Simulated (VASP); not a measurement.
Wanted: the native input for a VASP 6.6.1 run.

- Task: single point
- Functional: PBEsol
- Potentials or basis: VASP PAW PBE potentials, release 64 (Al, Ni)
- Cutoff: 520 eV
- k mesh: 16 × 16 × 16
- Occupations: gaussian, width 0.05 eV
- Spin: collinear spin, ferromagnetic start
- Starting moments: [0.0, 0.5, 0.5, 0.5] μB
- Dipole correction: no
- Further INCAR settings: ALGO = Fast; EDIFF = 1e-06; NBANDS = 28

The structure of AlNi3 lies in POSCAR:

```
AlNi3
1.0
    3.5680000000      0.0000000000      0.0000000000
    0.0000000000      3.5680000000      0.0000000000
    0.0000000000      0.0000000000      3.5680000000
Al Ni
1 3
Direct
    0.0000000000      0.0000000000      0.0000000000
    0.0000000000      0.5000000000      0.5000000000
    0.5000000000      0.0000000000      0.5000000000
    0.5000000000      0.5000000000      0.0000000000
```

One way to write it, as run:

INCAR

```
SYSTEM = AlNi3
PREC = Accurate
ENCUT = 520
EDIFF = 1E-6
ISMEAR = 0
SIGMA = 0.05
LREAL = .FALSE.
LASPH = .TRUE.
NELM = 150
ALGO = Fast
ISIF = 2
LWAVE = .FALSE.
LCHARG = .TRUE.
ISPIN = 2
MAGMOM = 0 0.5 0.5 0.5
LORBIT = 11
LMAXMIX = 4
GGA = PS
LELF = .TRUE.
LVHAR = .TRUE.
NBANDS = 28
```

KPOINTS

```
Automatic mesh
0
G
  16 16 16
  0 0 0
```

Potentials or basis: VASP PAW PBE potentials, release 64 (Al, Ni).

Command:

```console
$ cat potpaw_PBE.64/Al/POTCAR potpaw_PBE.64/Ni/POTCAR > POTCAR
$ mpirun -np 1 vasp_std > vasp.out
```

It gave:

```
Pressure                                              : -7.6 GPa
Net moment                                            : 0.72 μB per cell
Site moments                                          : Al -0.01; Ni +0.26 μB
Valence electrons inside the program's atomic spheres : Al 0.79; Ni 9.38
```

Caveat: the cell stands under tension; the PAW data sets were made with another functional, which shifts forces and pressure a little.

Wall time 3.8 min on 1 thread of Intel(R) Xeon(R) Platinum 8488C (Sapphire Rapids), on a shared host, peak memory 0.39 GiB.
